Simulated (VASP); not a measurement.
Crystal: Ti.

```
Ti
1.0
     2.95000    0.00000    0.00000
    -1.47500    2.55477    0.00000
     0.00000    0.00000    4.68000
Ti
2
Cartesian
  0.0000 1.7032 1.1700
  1.4750 0.8516 3.5100
```

* Program: VASP 6.6.1
* Task: relaxation of cell and atoms
* Functional: PBEsol
* Potentials or basis: VASP PAW PBE potentials, release 64 (Ti_sv)
* Cutoff: 600 eV
* k mesh: 10 × 10 × 6
* Occupations: gaussian, width 0.05 eV
* Spin: no spin polarisation

At the start: pressure -5.9 GPa; volume 17.64 Å³/atom.

Q: How do energy, volume and symmetry change on relaxing?

A: Over 6 steps the energy falls by 18.7 meV/atom and the volume is 16.65 Å³/atom (-5.6 %); space group P6_3/mmc (No. 194, to 0.1 Å) before and after.

Step by step:
```csv
step,energy change (eV),largest force (eV/Å),pressure (GPa),volume (Å³)
1,0.0000,0.0000,-5.87,35.27
2,-0.0180,0.0000,4.87,32.07
3,-0.0368,0.0000,0.00,33.36
4,-0.0368,0.0000,0.11,33.32
5,-0.0372,0.0000,0.11,33.31
6,-0.0374,0.0000,0.13,33.31
```

Final structure:
```
CELL_PARAMETERS angstrom
2.90357 0.00000 0.00000
-1.45179 2.51456 0.00000
0.00000 0.00000 4.56160
ATOMIC_POSITIONS crystal
Ti 0.33333 0.66667 0.25000
Ti 0.66667 0.33333 0.75000
```

Caveat: the PAW data sets were made with another functional, which shifts forces and pressure a little.
